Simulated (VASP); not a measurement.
# NbRu (Pm-3m) in VASP: single point with LDA

Aim: the single point of NbRu with LDA.

Everything below comes from runs of VASP 6.6.1. Logs are shortened: lines on timing, memory, paths and dates and some standing lists are left out, and cuts for length are marked.

**1. The cell of the first run**

Symmetry: Pm-3m, No. 221, cubic system. The conventional cell has a = 3.184 Å, b = 3.184 Å, c = 3.184 Å, α = 90.00°, β = 90.00°, γ = 90.00°. Within 3.6 Å of Nb (site symmetry m-3m) lie 8 Ru at 2.76 Å and 6 Nb at 3.18 Å. Ru (site symmetry m-3m) has 8 Nb at 2.76 Å and 6 Ru at 3.18 Å within 3.6 Å.

**2. Single point, LDA**

File INCAR:

```
SYSTEM = NbRu
PREC = Accurate ; ENCUT = 500
EDIFF = 1E-6 ; ISMEAR = 0
SIGMA = 0.1 ; LREAL = .False.
LASPH = .True. ; NELM = 120
ALGO = Normal ; ISIF = 2
LWAVE = .False. ; LCHARG = .False.
GGA = CA ; NBANDS = 20
GGA_COMPAT = .False.
```

File KPOINTS:

```
regular mesh
0
Gamma
  6 6 6
  0 0 0
```

File POSCAR:

```
NbRu
1.0
    3.1840000000      0.0000000000      0.0000000000
    0.0000000000      3.1840000000      0.0000000000
    0.0000000000      0.0000000000      3.1840000000
Nb Ru
1 1
Direct
    0.0000000000      0.0000000000      0.0000000000
    0.5000000000      0.5000000000      0.5000000000
```

Potentials or basis: VASP PAW LDA potentials, release 64 (Nb_sv, Ru_pv).

Run with:

```bash
> cat potpaw_LDA.64/Nb_sv/POTCAR potpaw_LDA.64/Ru_pv/POTCAR > POTCAR
> mpirun -np 1 vasp_std > vasp.out
```

OUTCAR:

```text
SYSTEM = NbRu
   PREC = Accurate
   ENCUT = 500
   EDIFF = 1E-6
   ISMEAR = 0
   LREAL = .False.
   LASPH = .True.
   NELM = 120
   ISIF = 2
   GGA = CA

 ion  position               nearest neighbor table
   1  0.000  0.000  0.000-   2 2.76   2 2.76   2 2.76   2 2.76   2 2.76   2 2.76   2 2.76   2 2.76

   2  0.500  0.500  0.500-   1 2.76   1 2.76   1 2.76   1 2.76   1 2.76   1 2.76   1 2.76   1 2.76

  LATTYP: Found a simple cubic cell.
 ALAT       =     3.1840000000

  Lattice vectors:

 A1 = (   3.1840000000,   0.0000000000,   0.0000000000)
 A2 = (   0.0000000000,   3.1840000000,   0.0000000000)
 A3 = (   0.0000000000,   0.0000000000,   3.1840000000)

Analysis of symmetry for initial positions (statically):
=====================================================================
 Subroutine PRICEL returns:
 Original cell was already a primitive cell.

 Routine SETGRP: Setting up the symmetry group for a
 simple cubic supercell.

 Subroutine GETGRP returns: Found 48 space group operations
 (whereof 48 operations were pure point group operations)
 out of a pool of 48 trial point group operations.

The static configuration has the point symmetry O_h .

Analysis of symmetry for dynamics (positions and initial velocities):
=====================================================================
 Subroutine PRICEL returns:
 Original cell was already a primitive cell.

 Routine SETGRP: Setting up the symmetry group for a
 simple cubic supercell.

 Subroutine GETGRP returns: Found 48 space group operations
 (whereof 48 operations were pure point group operations)
 out of a pool of 48 trial point group operations.

The dynamic configuration has the point symmetry O_h .

 Subroutine INISYM returns: Found 48 space group operations
 (whereof 48 operations are pure point group operations),
 and found     1 'primitive' translations

----------------------------------------------------------------------------------------

                                     Primitive cell

  volume of cell :      32.2789

  direct lattice vectors                    reciprocal lattice vectors
     3.184000000  0.000000000  0.000000000     0.314070352  0.000000000  0.000000000
     0.000000000  3.184000000  0.000000000     0.000000000  0.314070352  0.000000000
     0.000000000  0.000000000  3.184000000     0.000000000  0.000000000  0.314070352

  length of vectors
     3.184000000  3.184000000  3.184000000     0.314070352  0.314070352  0.314070352

  position of ions in fractional coordinates (direct lattice)
     0.000000000  0.000000000  0.000000000
     0.500000000  0.500000000  0.500000000

  ion indices of the primitive-cell ions
   primitive index   ion index
                 1           1
                 2           2

----------------------------------------------------------------------------------------

 KPOINTS: regular mesh

Automatic generation of k-mesh.
 Grid dimensions read from file:
 generate k-points for:    6    6    6

 Generating k-lattice:

  Cartesian coordinates                     Fractional coordinates (reciprocal lattice)
     0.052345059  0.000000000  0.000000000     0.166666667  0.000000000  0.000000000
     0.000000000  0.052345059  0.000000000     0.000000000  0.166666667  0.000000000
     0.000000000  0.000000000  0.052345059     0.000000000  0.000000000  0.166666667

  Length of vectors
     0.052345059  0.052345059  0.052345059

  Shift w.r.t. Gamma in fractional coordinates (k-lattice)
     0.000000000  0.000000000  0.000000000

 Subroutine IBZKPT returns following result:
 ===========================================

 Found     20 irreducible k-points:

 Following reciprocal coordinates:
            Coordinates               Weight
  0.000000  0.000000  0.000000      1.000000
  0.166667  0.000000  0.000000      6.000000
  0.333333  0.000000  0.000000      6.000000
  0.500000  0.000000  0.000000      3.000000
  0.166667  0.166667  0.000000     12.000000
  0.333333  0.166667  0.000000     24.000000
[... 12 lines left out ...]
  0.500000  0.500000  0.333333      6.000000
  0.500000  0.500000  0.500000      1.000000
   k-points           NKPTS =     20   k-points in BZ     NKDIM =     20   number of bands    NBANDS=     20
   number of dos      NEDOS =    301   number of ions     NIONS =      2
   total plane-waves  NPLWV =  13824
   dimension x,y,z NGX =    24 NGY =   24 NGZ =   24
   dimension x,y,z NGXF=    48 NGYF=   48 NGZF=   48
   ions per type =               1   1
   NGX,Y,Z   is equivalent  to a cutoff of  12.53, 12.53, 12.53 a.u.
   NGXF,Y,Z  is equivalent  to a cutoff of  25.06, 25.06, 25.06 a.u.
 SYSTEM =  NbRu
   PREC   = accura    normal or accurate (medium, high low for compatibility)
   ISTART =      0    job   : 0-new  1-cont  2-samecut
   ICHARG =      2    charge: 1-file 2-atom 10-const
   ISPIN  =      1    spin polarized calculation?
   LNONCOLLINEAR =      F non collinear calculations
   LSORBIT =      F    spin-orbit coupling
   LASPH  =      T    aspherical Exc in radial PAW
   ENCUT  =  500.0 eV  36.75 Ry    6.06 a.u.   5.81  5.81  5.81*2*pi/ulx,y,z
   NELM   =    120;   NELMIN=  2; NELMDL= -5     # of ELM steps
   EDIFF  = 0.1E-05   stopping-criterion for ELM
   LREAL  =      F    real-space projection
   EDIFFG = 0.1E-04   stopping-criterion for IOM
   NSW    =      0    number of steps for IOM
   IBRION =     -1    ionic relax: 0-MD 1-quasi-New 2-CG
   NFREE  =      0    steps in history (QN), initial steepest desc. (CG)
   ISIF   =      2    stress and relaxation
   ISYM   =      2    0-nonsym 1-usesym 2-fastsym
   POTIM  = 0.5000    time-step for ionic-motion
   TEBEG  =    0.0;   TEEND  =   0.0 temperature during run
   PSTRESS=    0.0 pullay stress
   NELECT =      27.0000    total number of electrons
   NUPDOWN=      -1.0000    fix difference up-down
   EMIN   =  10.00;   EMAX   =-10.00  energy-range for DOS
   EFERMI =   0.00;   METHOD = LEGACY
   ISMEAR =     0;   SIGMA  =   0.10  broadening in eV -4-tet -1-fermi 0-gaus
   EFERMI_NEDOS =   21; number of points for ismear=-14 and -15
   IALGO  =     38    algorithm
   IMIX   =      4    mixing-type and parameters
     AMIX     =   0.40;   BMIX     =  1.00
     AMIX_MAG =   1.60;   BMIX_MAG =  1.00
  volume/ion in A,a.u.               =      16.14       108.91
  Fermi-wavevector in a.u.,A,eV,Ry     =   1.542492  2.914888 32.372107  2.379283
  Thomas-Fermi vector in A             =   2.648289
   LORBIT       =      0    0 simple, 1 ext, 2 COOP (PROOUT), +10 PAW based schemes
   GGA     = CA    functional components
   LHFCALC =     F    Hartree Fock is set to
   AEXX    =    0.0000 exact exchange contribution
   IVDW    =     0    specifies the selected vdW correction
   LEPSILON=     F    determine dielectric tensor
   LRPA    =     F    only Hartree local field effects (RPA)
 non-spin polarized calculation
 Gauss-broadening in eV      SIGMA  =   0.10
  energy-cutoff  :      500.00
  volume of cell :       32.28
 maximum number of plane-waves:       840
 NGX is ok and might be reduce to    24
   NGX = 11   NGY = 11   NGZ = 11

 number of electron      26.9999997 magnetization

 Free energy of the ion-electron system (eV)
  ---------------------------------------------------
  ext. energy  EPLUGINS =         0.00000000
  ---------------------------------------------------
  free energy    TOTEN  =       -22.13421943 eV

  energy without entropy =      -22.11766861  energy(sigma->0) =      -22.12594402

 E-fermi :  12.0988     XC(G=0): -13.3309

 val. band max:       12.0546148656   @ k =   0.5000   0.3333   0.0000
 cond. band min:      12.1444082079   @ k =   0.5000   0.3333   0.3333
 fundamental gap:      0.0897933422
 Fermi energy:        12.0988410905

 k-point     1 :       0.0000    0.0000    0.0000
  band No.  band energies     occupation
      1     -43.1801      2.00000
      2     -30.7372      2.00000
      3     -30.7372      2.00000
      4     -30.7372      2.00000
      5     -19.2046      2.00000
      6     -19.2046      2.00000
[... 12 lines left out ...]
     19      20.4354      0.00000
     20      20.4354      0.00000

 k-point     2 :       0.1667    0.0000    0.0000
  band No.  band energies     occupation
      1     -43.1736      2.00000
      2     -30.7588      2.00000
      3     -30.7334      2.00000
      4     -30.7334      2.00000
      5     -19.3053      2.00000
      6     -19.2031      2.00000
[... 12 lines left out ...]
     19      18.9144      0.00000
     20      22.3061      0.00000

 k-point     3 :       0.3333    0.0000    0.0000
  band No.  band energies     occupation
      1     -43.1607      2.00000
      2     -30.8016      2.00000
      3     -30.7260      2.00000
      4     -30.7260      2.00000
      5     -19.5022      2.00000
      6     -19.2001      2.00000
[... 12 lines left out ...]
     19      16.7225      0.00000
     20      22.1658      0.00000

 k-point     4 :       0.5000    0.0000    0.0000
  band No.  band energies     occupation
      1     -43.1541      2.00000
      2     -30.8229      2.00000
      3     -30.7223      2.00000
      4     -30.7223      2.00000
      5     -19.5984      2.00000
      6     -19.1986      2.00000
[... 12 lines left out ...]
     19      16.1969      0.00000
     20      22.1657      0.00000

 k-point     5 :       0.1667    0.1667    0.0000
  band No.  band energies     occupation
      1     -43.1667      2.00000
      2     -30.7622      2.00000
      3     -30.7516      2.00000
      4     -30.7301      2.00000
      5     -19.3138      2.00000
      6     -19.2825      2.00000
[... 12 lines left out ...]
     19      19.7883      0.00000
     20      21.2411      0.00000

 k-point     6 :       0.3333    0.1667    0.0000
  band No.  band energies     occupation
      1     -43.1527      2.00000
      2     -30.8039      2.00000
      3     -30.7526      2.00000
      4     -30.7233      2.00000
      5     -19.4853      2.00000
      6     -19.2828      2.00000
[... 12 lines left out ...]
     19      17.4596      0.00000
     20      22.9352      0.00000

 k-point     7 :       0.5000    0.1667    0.0000
  band No.  band energies     occupation
      1     -43.1457      2.00000
      2     -30.8264      2.00000
      3     -30.7513      2.00000
      4     -30.7199      2.00000
      5     -19.5751      2.00000
      6     -19.2770      2.00000
[... 12 lines left out ...]
     19      16.2200      0.00000
     20      22.1654      0.00000
[... 185 lines left out ...]
 k-point    16 :       0.5000    0.5000    0.1667
  band No.  band energies     occupation
      1     -43.1126      2.00000
      2     -30.8319      2.00000
      3     -30.8319      2.00000
      4     -30.7383      2.00000
      5     -19.5090      2.00000
      6     -19.5090      2.00000
[... 12 lines left out ...]
     19      17.5309      0.00000
     20      21.8061      0.00000

 k-point    17 :       0.3333    0.3333    0.3333
  band No.  band energies     occupation
      1     -43.1131      2.00000
      2     -30.7986      2.00000
      3     -30.7970      2.00000
      4     -30.7970      2.00000
      5     -19.4387      2.00000
      6     -19.4387      2.00000
[... 12 lines left out ...]
     19      21.0521      0.00000
     20      21.6993      0.00000

 k-point    18 :       0.5000    0.3333    0.3333
  band No.  band energies     occupation
      1     -43.1053      2.00000
      2     -30.8239      2.00000
      3     -30.7969      2.00000
      4     -30.7919      2.00000
      5     -19.5191      2.00000
      6     -19.4406      2.00000
[... 12 lines left out ...]
     19      19.1690      0.00000
     20      20.9733      0.00000

 k-point    19 :       0.5000    0.5000    0.3333
  band No.  band energies     occupation
      1     -43.0974      2.00000
      2     -30.8207      2.00000
      3     -30.8207      2.00000
      4     -30.7896      2.00000
      5     -19.5160      2.00000
      6     -19.5160      2.00000
[... 12 lines left out ...]
     19      20.0901      0.00000
     20      20.0901      0.00000

 k-point    20 :       0.5000    0.5000    0.5000
  band No.  band energies     occupation
      1     -43.0898      2.00000
      2     -30.8150      2.00000
      3     -30.8150      2.00000
      4     -30.8150      2.00000
      5     -19.5195      2.00000
      6     -19.5195      2.00000
[... 12 lines left out ...]
     19      21.9082      0.00000
     20      21.9083      0.00000

------------------------ aborting loop because EDIFF is reached ----------------------------------------

  FORCE on cell =-STRESS in cart. coord.  units (eV):
  Direction    XX          YY          ZZ          XY          YZ          ZX
  --------------------------------------------------------------------------------------
  -------------------------------------------------------------------------------------
  Total       -2.7451984     -2.7451984     -2.7451984     -0.0000000      0.0000000     -0.0000000
  in kB     -136.2589816   -136.2589816   -136.2589816     -0.0000000      0.0000000     -0.0000000
  external PRESSURE =    -136.2589816 kB  Pullay stress =       0.0000000 kB

 VOLUME and BASIS-vectors are now :
 -----------------------------------------------------------------------------
  energy-cutoff  :      500.00
  volume of cell :       32.28
      direct lattice vectors                 reciprocal lattice vectors
     3.184000000  0.000000000  0.000000000     0.314070352  0.000000000  0.000000000
     0.000000000  3.184000000  0.000000000     0.000000000  0.314070352  0.000000000
     0.000000000  0.000000000  3.184000000     0.000000000  0.000000000  0.314070352

 POSITION                                       TOTAL-FORCE (eV/Angst)
 -----------------------------------------------------------------------------------
      0.00000      0.00000      0.00000         0.000000      0.000000      0.000000
      1.59200      1.59200      1.59200         0.000000      0.000000      0.000000
 -----------------------------------------------------------------------------------
    total drift:                                0.000000      0.000000     -0.000000

  FREE ENERGIE OF THE ION-ELECTRON SYSTEM (eV)
  ---------------------------------------------------
  free  energy   TOTEN  =       -22.1342194307 eV

  energy  without entropy=      -22.1176686124  energy(sigma->0) =      -22.12594402
```

It took 14 s on 1 thread of AMD EPYC 7R43 (Zen 3), shared host; peak memory 0.09 GiB.

Results:

```
Free energy : -22.1342 eV
Pressure    : -13.6 GPa
```
